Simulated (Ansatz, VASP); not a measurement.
One calculation of Hf, two programs

File INCAR:

```
  AGGAC = 1.0
  AGGAX = 1.0
  ALDAC = 0.0
  ALDAX = 1.0
  ALGO = Normal
  EDIFF = 1E-6
  ENCUT = 520
  GGA = B5
  ISIF = 2
  ISMEAR = -1
  LASPH = True
  LCHARG = False
  LREAL = False
  LWAVE = False
  NBANDS = 22
  NELM = 60
  PREC = Accurate
  SIGMA = 0.1
```

File KPOINTS:

```
k-points
0
Gamma
  8 8 11
```

File POSCAR:

```
Hf
1.0
    4.8282174990      0.0000000000      0.0000000000
   -2.4141087495      4.1813590092      0.0000000000
    0.0000000000      0.0000000000      2.9998967887
Hf
3
Direct
    1.0000000000      0.0000000000      0.0000000000
    0.3333333333      0.6666666667      0.5000000000
    0.6666666667      0.3333333333      0.5000000000
```

Input for Ansatz:

```yaml
crystal:
  lattice:
    - [4.828217499, 0.0, 0.0]
    - [-2.4141087495, 4.1813590092, 0.0]
    - [0.0, 0.0, 2.9998967887]
  atoms:
    - { symbol: Hf, position: [1.0, 0.0, 0.0] }
    - { symbol: Hf, position: [0.3333333333, 0.6666666667, 0.5] }
    - { symbol: Hf, position: [0.6666666667, 0.3333333333, 0.5] }
hamiltonian:
  xc: blyp
  pseudopotentials:
    kind: paw
    azcp:
      Hf: "pseudopotentials/Hf.paw.azcp"
basis:
  ecutwfc: 420
  fft_grid_basis: typed
kpoints:
  mp_grid: { grid: [8, 8, 11], shift: [0, 0, 0] }
magnetization:
  spin_polarized: false
scf:
  occupations: { method: fermi_dirac, width: 0.1 }
  lower_state_search: "off"
output:
  stress: true
  write_density: true
  write_potential: true
  elf: true
  volumetric_format: npy
```

Alike in both runs: task single point; functional BLYP; k mesh 8 × 8 × 11; occupations fermi-dirac, width 0.1 eV; no spin polarisation.

```csv
,VASP,Ansatz
version,VASP 6.6.1,Ansatz 0.2.0
potentials or method,"VASP PAW PBE potentials, release 64 (Hf_pv), cutoff 520 eV","plane waves (420 eV) with PAW, scalar-relativistic"
valence electrons in the cell,30,78
```

|  | VASP | Ansatz | Ansatz less VASP |
| --- | --- | --- | --- |
| pressure (GPa) | 16.5 | 16.4 | -0.11 |
| traceless stress, the component that is largest in VASP (GPa) | 0.22 | 0.07 | -0.146 |

VASP's potentials were made for PBE, not for BLYP. VASP's potentials hold 30 valence electrons a cell and Ansatz's 78, so a difference there can come from the potentials and not from the codes.

Neither program's run includes spin-orbit coupling.
